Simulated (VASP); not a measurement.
# ZnS (Cc) in VASP: single point with PBE

Aim: the single point of ZnS with PBE.

All numbers are computed with VASP 6.6.1; they aren't measurements. Logs are shortened: lines on timing, memory, paths and dates and some standing lists are left out, and cuts for length are marked.

**1. The cell of the first run**

Symmetry: Cc, No. 9, monoclinic system. The conventional cell has a = 3.929 Å, b = 6.524 Å, c = 6.166 Å, α = 90.00°, β = 94.54°, γ = 90.00°. Within 3.0 Å of Zn (site symmetry 1) lie 4 S at 2.24 to 2.51 Å. Within 3.0 Å of S (site symmetry 1) lie 4 Zn at 2.24 to 2.51 Å.

**2. Single point, PBE (strained and its atoms moved)**

Input file INCAR:

```
PREC = Accurate ; ENCUT = 520
EDIFF = 1E-6 ; ISMEAR = 0
SIGMA = 0.02 ; LREAL = F
LASPH = T ; NELM = 60
ALGO = Normal ; ISIF = 2
LWAVE = F ; LCHARG = F
GGA = PE ; NBANDS = 26
```

Input file KPOINTS:

```
regular mesh
0
Gamma
  9 9 6
```

Input file POSCAR:

```
ZnS
1.0
    3.9263958247      0.0000000000      0.1524399513
   -1.9631979124      3.2620378535     -0.0762199756
    0.2493600000      0.0000000000      6.1609375200
Zn S
2 2
Direct
    0.3074116717      0.6396288788     -0.0098670611
    0.6677827930      0.3603711212      0.4901329389
    0.3455619110      0.6663182867      0.3948670611
    0.6792436244      0.3336817133      0.8948670611
```

Potentials or basis: VASP PAW PBE potentials, release 64 (Zn, S).

Started as:

```sh
> cat potpaw_PBE.64/Zn/POTCAR potpaw_PBE.64/S/POTCAR > POTCAR
> mpirun -np 1 vasp_std > vasp.out
```

OUTCAR:

```text
PREC = Accurate
   ENCUT = 520
   EDIFF = 1E-6
   ISMEAR = 0
   LREAL = F
   LASPH = T
   NELM = 60
   ISIF = 2
   GGA = PE

 ion  position               nearest neighbor table
   1  0.307  0.640  0.990-   4 2.24   4 2.32   4 2.34   3 2.51
   2  0.668  0.360  0.490-   3 2.24   3 2.32   3 2.34   4 2.51
   3  0.346  0.666  0.395-   2 2.24   2 2.32   2 2.34   1 2.51
   4  0.679  0.334  0.895-   1 2.24   1 2.32   1 2.34   2 2.51

  LATTYP: Found a base centered monoclinic cell.
 ALAT       =     3.9293539050
 B/A-ratio  =     1.6603431161
 C/A-ratio  =     1.5692100908
 COS(beta)  =    -0.0791742353

  Lattice vectors:

 A1 = (  -1.9631979124,   3.2620378535,  -0.0762199756)
 A2 = (  -1.9631979123,  -3.2620378535,  -0.0762199757)
 A3 = (   0.2493600000,   0.0000000000,   6.1609375200)

Analysis of symmetry for initial positions (statically):
=====================================================================
 Subroutine PRICEL returns:
 Original cell was already a primitive cell.

 Routine SETGRP: Setting up the symmetry group for a
 base centered monoclinic supercell.

 Subroutine GETGRP returns: Found  2 space group operations
 (whereof  1 operations were pure point group operations)
 out of a pool of  4 trial point group operations.

The static configuration has the point symmetry C_1 .
 The point group associated with its full space group is C_1h.

Analysis of symmetry for dynamics (positions and initial velocities):
=====================================================================
 Subroutine PRICEL returns:
 Original cell was already a primitive cell.

 Routine SETGRP: Setting up the symmetry group for a
 base centered monoclinic supercell.

 Subroutine GETGRP returns: Found  2 space group operations
 (whereof  1 operations were pure point group operations)
 out of a pool of  4 trial point group operations.

The dynamic configuration has the point symmetry C_1 .
 The point group associated with its full space group is C_1h.

 Subroutine INISYM returns: Found  2 space group operations
 (whereof  1 operations are pure point group operations),
 and found     1 'primitive' translations

----------------------------------------------------------------------------------------

                                     Primitive cell

  volume of cell :      78.7856

  direct lattice vectors                    reciprocal lattice vectors
     3.926395825  0.000000000  0.152439951     0.255087340  0.153278418 -0.010324497
    -1.963197912  3.262037853 -0.076219976     0.000000000  0.306556835  0.000000000
     0.249360000  0.000000000  6.160937520    -0.006311621 -0.000000000  0.162568418

  length of vectors
     3.929353905  3.807997700  6.165981798     0.297775787  0.306556835  0.162690894

  position of ions in fractional coordinates (direct lattice)
     0.307411672  0.639628879  0.990132939
     0.667782793  0.360371121  0.490132939
     0.345561911  0.666318287  0.394867061
     0.679243624  0.333681713  0.894867061

  ion indices of the primitive-cell ions
   primitive index   ion index
                 1           1
                 2           2
                 3           3
                 4           4

----------------------------------------------------------------------------------------

 KPOINTS: regular mesh

Automatic generation of k-mesh.
 Grid dimensions read from file:
 generate k-points for:    9    9    6

 Generating k-lattice:

  Cartesian coordinates                     Fractional coordinates (reciprocal lattice)
     0.028343038  0.017030935 -0.001147166     0.111111111  0.000000000  0.000000000
     0.000000000  0.034061871  0.000000000     0.000000000  0.111111111  0.000000000
    -0.001051937 -0.000000000  0.027094736     0.000000000 -0.000000000  0.166666667

  Length of vectors
     0.033086199  0.034061871  0.027115149

  Shift w.r.t. Gamma in fractional coordinates (k-lattice)
     0.000000000  0.000000000  0.000000000

 Subroutine IBZKPT returns following result:
 ===========================================

 Found    140 irreducible k-points:

 Following reciprocal coordinates:
            Coordinates               Weight
  0.000000  0.000000  0.000000      1.000000
  0.111111 -0.000000 -0.000000      4.000000
  0.222222 -0.000000 -0.000000      4.000000
  0.333333  0.000000  0.000000      4.000000
  0.444444 -0.000000 -0.000000      4.000000
  0.000000  0.111111  0.000000      2.000000
[... 16 lines left out ...]
  0.333333  0.333333  0.000000      2.000000
  0.000000  0.444444  0.000000      2.000000
 [... further k-points ...]
   k-points           NKPTS =    140   k-points in BZ     NKDIM =    140   number of bands    NBANDS=     26
   number of dos      NEDOS =    301   number of ions     NIONS =      4
   total plane-waves  NPLWV =  40320
   dimension x,y,z NGX =    30 NGY =   28 NGZ =   48
   dimension x,y,z NGXF=    60 NGYF=   56 NGZF=   96
   ions per type =               2   2
   NGX,Y,Z   is equivalent  to a cutoff of  12.69, 12.22, 12.94 a.u.
   NGXF,Y,Z  is equivalent  to a cutoff of  25.39, 24.45, 25.88 a.u.
 SYSTEM =  unknown system
   PREC   = accura    normal or accurate (medium, high low for compatibility)
   ISTART =      0    job   : 0-new  1-cont  2-samecut
   ICHARG =      2    charge: 1-file 2-atom 10-const
   ISPIN  =      1    spin polarized calculation?
   LNONCOLLINEAR =      F non collinear calculations
   LSORBIT =      F    spin-orbit coupling
   LASPH  =      T    aspherical Exc in radial PAW
   ENCUT  =  520.0 eV  38.22 Ry    6.18 a.u.   7.31  7.08 11.46*2*pi/ulx,y,z
   NELM   =     60;   NELMIN=  2; NELMDL= -5     # of ELM steps
   EDIFF  = 0.1E-05   stopping-criterion for ELM
   LREAL  =      F    real-space projection
   EDIFFG = 0.1E-04   stopping-criterion for IOM
   NSW    =      0    number of steps for IOM
   IBRION =     -1    ionic relax: 0-MD 1-quasi-New 2-CG
   NFREE  =      0    steps in history (QN), initial steepest desc. (CG)
   ISIF   =      2    stress and relaxation
   ISYM   =      2    0-nonsym 1-usesym 2-fastsym
   POTIM  = 0.5000    time-step for ionic-motion
   TEBEG  =    0.0;   TEEND  =   0.0 temperature during run
   PSTRESS=    0.0 pullay stress
   NELECT =      36.0000    total number of electrons
   NUPDOWN=      -1.0000    fix difference up-down
   EMIN   =  10.00;   EMAX   =-10.00  energy-range for DOS
   EFERMI =   0.00;   METHOD = LEGACY
   ISMEAR =     0;   SIGMA  =   0.02  broadening in eV -4-tet -1-fermi 0-gaus
   EFERMI_NEDOS =   21; number of points for ismear=-14 and -15
   IALGO  =     38    algorithm
   IMIX   =      4    mixing-type and parameters
     AMIX     =   0.40;   BMIX     =  1.00
     AMIX_MAG =   1.60;   BMIX_MAG =  1.00
  volume/ion in A,a.u.               =      19.70       132.92
  Fermi-wavevector in a.u.,A,eV,Ry     =   1.260937  2.382825 21.632746  1.589962
  Thomas-Fermi vector in A             =   2.394421
   LORBIT       =      0    0 simple, 1 ext, 2 COOP (PROOUT), +10 PAW based schemes
   GGA     = PE    functional components
   LHFCALC =     F    Hartree Fock is set to
   AEXX    =    0.0000 exact exchange contribution
   IVDW    =     0    specifies the selected vdW correction
   LEPSILON=     F    determine dielectric tensor
   LRPA    =     F    only Hartree local field effects (RPA)
 non-spin polarized calculation
 Gauss-broadening in eV      SIGMA  =   0.02
  energy-cutoff  :      520.00
  volume of cell :       78.79
 maximum number of plane-waves:      2141
 NGX is ok and might be reduce to    30
   NGX = 15   NGY = 15   NGZ = 23

 number of electron      35.9999993 magnetization

 Free energy of the ion-electron system (eV)
  ---------------------------------------------------
  ext. energy  EPLUGINS =         0.00000000
  ---------------------------------------------------
  free energy    TOTEN  =       -13.44452937 eV

  energy without entropy =      -13.44452937  energy(sigma->0) =      -13.44452937

 E-fermi :   2.3935     XC(G=0):  -9.6382

 val. band max:        2.3109444175   @ k =   0.0000   0.0000   0.0000
 cond. band min:       4.2992737522   @ k =   0.0000   0.0000   0.0000
 fundamental gap:      1.9883293347
 Fermi energy:         2.3935076110

 k-point     1 :       0.0000    0.0000    0.0000
  band No.  band energies     occupation
      1     -11.0357      2.00000
      2     -10.1024      2.00000
      3      -4.3539      2.00000
      4      -4.3080      2.00000
      5      -4.2517      2.00000
      6      -4.2458      2.00000
[... 18 lines left out ...]
     25       9.6369      0.00000
     26      11.4763      0.00000

 k-point     2 :       0.1111   -0.0000   -0.0000
  band No.  band energies     occupation
      1     -10.9528      2.00000
      2     -10.0552      2.00000
      3      -4.3548      2.00000
      4      -4.3051      2.00000
      5      -4.2278      2.00000
      6      -4.2192      2.00000
[... 18 lines left out ...]
     25       9.9455      0.00000
     26      10.9170      0.00000

 k-point     3 :       0.2222   -0.0000   -0.0000
  band No.  band energies     occupation
      1     -10.7245      2.00000
      2      -9.9385      2.00000
      3      -4.3495      2.00000
      4      -4.2812      2.00000
      5      -4.1718      2.00000
      6      -4.1436      2.00000
[... 18 lines left out ...]
     25      10.2065      0.00000
     26      10.9314      0.00000

 k-point     4 :       0.3333    0.0000    0.0000
  band No.  band energies     occupation
      1     -10.4160      2.00000
      2      -9.8225      2.00000
      3      -4.3084      2.00000
      4      -4.2240      2.00000
      5      -4.1160      2.00000
      6      -4.0544      2.00000
[... 18 lines left out ...]
     25      10.9340      0.00000
     26      11.6354      0.00000
[... 496 lines left out ...]
      1     -10.0097      2.00000
      2      -9.7703      2.00000
      3      -4.1948      2.00000
      4      -4.1118      2.00000
      5      -4.0724      2.00000
      6      -3.9389      2.00000
[... 18 lines left out ...]
     25      11.2772      0.00000
     26      12.3017      0.00000

 k-point    23 :       0.3333    0.3333    0.0000
  band No.  band energies     occupation
      1      -9.8584      2.00000
      2      -9.8571      2.00000
      3      -4.1777      2.00000
      4      -4.0416      2.00000
      5      -4.0311      2.00000
      6      -3.9749      2.00000
[... 18 lines left out ...]
     25      11.7915      0.00000
     26      12.0464      0.00000

 k-point    24 :       0.0000    0.4444    0.0000
  band No.  band energies     occupation
      1     -10.1337      2.00000
      2      -9.7566      2.00000
      3      -4.2341      2.00000
      4      -4.1572      2.00000
      5      -4.0786      2.00000
      6      -4.0199      2.00000
[... 18 lines left out ...]
     25      11.1167      0.00000
     26      12.8935      0.00000

 [... further k-points ...]

------------------------ aborting loop because EDIFF is reached ----------------------------------------

  FORCE on cell =-STRESS in cart. coord.  units (eV):
  Direction    XX          YY          ZZ          XY          YZ          ZX
  --------------------------------------------------------------------------------------
  -------------------------------------------------------------------------------------
  Total        1.5267155      1.6773119      0.3329332     -0.0000000      0.0000000     -0.6109111
  in kB       31.0471542     34.1096702      6.7705006     -0.0000000      0.0000000    -12.4234356
  external PRESSURE =      23.9757750 kB  Pullay stress =       0.0000000 kB

 VOLUME and BASIS-vectors are now :
 -----------------------------------------------------------------------------
  energy-cutoff  :      520.00
  volume of cell :       78.79
      direct lattice vectors                 reciprocal lattice vectors
     3.926395825  0.000000000  0.152439951     0.255087340  0.153278418 -0.010324497
    -1.963197912  3.262037853 -0.076219976     0.000000000  0.306556835  0.000000000
     0.249360000  0.000000000  6.160937520    -0.006311621 -0.000000000  0.162568418

 POSITION                                       TOTAL-FORCE (eV/Angst)
 -----------------------------------------------------------------------------------
      0.19820      2.08649      6.09826         0.516705      0.402813      0.654660
      2.03672      1.17554      3.09401         0.516705     -0.402813      0.654660
      0.14716      2.17356      2.43464        -0.516705      0.328213     -0.654660
      2.23504      1.08848      5.59133        -0.516705     -0.328213     -0.654660
 -----------------------------------------------------------------------------------
    total drift:                                0.000514      0.000013      0.001219

  FREE ENERGIE OF THE ION-ELECTRON SYSTEM (eV)
  ---------------------------------------------------
  free  energy   TOTEN  =       -13.4445293685 eV

  energy  without entropy=      -13.4445293685  energy(sigma->0) =      -13.44452937
```

Wall time 6 min (1 thread of AMD EPYC 7R43 (Zen 3), shared host); peak memory 0.32 GiB.

Results:

- Free energy: -13.4445 eV
- Pressure: 2.4 GPa
- Largest force: 0.926 eV/Å
- Band gap on the k mesh: 1.99 eV

Forces in eV/Å, atoms in the order of the input:
```
Zn   0.517  0.403  0.655
Zn   0.517 -0.403  0.655
S   -0.517  0.328 -0.655
S   -0.517 -0.328 -0.655
```

Caveat: the cell differs from its parent crystal (strained and its atoms moved). A k mesh can miss the band edges.
